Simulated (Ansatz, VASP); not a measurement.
ScAl4As in VASP and in Ansatz

```
Sc Al As
1.0
     6.13182    0.00000    0.00000
     0.00000    6.13182    0.00000
     0.00000    0.00000    3.90738
Sc Al As
1 4 1
Cartesian
  0.0000 0.0000 1.9537
  4.9131 3.0659 1.9537
  1.2187 3.0659 1.9537
  3.0659 4.9131 1.9537
  3.0659 1.2187 1.9537
  3.0659 3.0659 0.0000
```

Alike in both runs: functional PBE; k mesh 4 × 4 × 4; occupations gaussian, width 0.1 eV; no spin polarisation.

Ansatz relaxed the structure, and its values are those at the end. VASP's run is a single point on that final structure, the one shown.

|  | VASP | Ansatz |
| --- | --- | --- |
| version | VASP 6.6.1 | Ansatz 0.2.0 |
| potentials or method | VASP PAW PBE potentials, release 64 (Sc_sv, Al, As), cutoff 520 eV | scalar-relativistic, plane waves, PAW |
| valence electrons in the cell | 28 | 38 |

```csv
,VASP,Ansatz,Ansatz less VASP
gap on the k mesh at the Fermi level (eV),none,none,-
pressure (GPa),0.1,0.1,-0.04
rms of the force components (eV/Å),0.004,0.007,+0.0028
```

A gap of «none» marks a metal or a gap that the smearing closes. With one functional, cell and mesh, what is left measures potentials, basis and numerics. VASP's potentials hold 28 valence electrons a cell and Ansatz's 38, so a difference there can come from the potentials and not from the codes.

The k mesh is coarse, so the values compare programs but aren't converged.
